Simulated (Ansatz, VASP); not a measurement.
**One calculation of Pt, two programs**

```
CELL_PARAMETERS angstrom
0.00000 1.96090 1.96090
1.96090 0.00000 1.96090
1.96090 1.96090 0.00000
ATOMIC_POSITIONS crystal
Pt 0.00000 0.00000 0.00000
```

Alike in both runs: task single point; functional RPBE; k mesh 10 × 10 × 10; occupations gaussian, width 0.02 eV; no spin polarisation.

```csv
,VASP,Ansatz
version,VASP 6.6.1,Ansatz 0.2.0
potentials or method,"VASP PAW PBE potentials, release 64 (Pt), cutoff 520 eV","plane waves, PAW"
valence electrons in the cell,10,18
```

VASP gave:

| Item | Value |
| --- | --- |
| pressure (GPa) | 13.8 |

Question: What did Ansatz give for the same quantities?

Answer: Pressure (GPa): 14.3.

VASP's potentials were made for PBE, not for RPBE. The functional is the same, so the differences come from potentials, cutoffs and numerics. VASP's potentials hold 10 valence electrons a cell and Ansatz's 18, so a difference there can come from the potentials and not from the codes. Ansatz's warnings: stress scf threshold loose.

Spin-orbit coupling is off throughout.
